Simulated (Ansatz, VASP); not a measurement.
# MgS: VASP beside Ansatz

```
S Mg
1.0
     0.01388    2.86467    2.80608
     2.76187   -0.01636    2.83632
     2.78130    2.91433   -0.03578
S Mg
1 1
Direct
  0.25000 0.25000 0.25000
  0.00000 0.00000 0.00000
```

Change from the starting cell: cell strained at random at fixed volume.

Alike in both runs: task relaxation of cell and atoms; functional PBE; dispersion D3(BJ); k mesh 6 × 6 × 6; no spin polarisation.

```csv
,VASP,Ansatz
version,VASP 6.6.1,Ansatz 0.2.0
potentials or method,"VASP PAW PBE potentials, release 64 (S, Mg)",Ansatz PAW earlier set
plane-wave cutoff (eV),600,760
occupations,"gaussian, width 0.01 eV",fixed
valence electrons in the cell,8,16
```

```tsv
	VASP	Ansatz	Ansatz less VASP
gap on the k mesh at the Fermi level, each at its own relaxed structure (eV)	3.55	3.55	-0.005
relaxed volume (Å³/atom)	22.23	22.27	+0.043
relaxed cell length with the largest relative difference (Å)	3.972	3.977	+0.0048
```

VASP's potentials hold 8 valence electrons a cell and Ansatz's 16, so a difference there can come from the potentials and not from the codes.

Noted on Ansatz's run: the plane-wave basis is chosen anew once the cell has moved, so the energies of steps on either side of that aren't comparable.
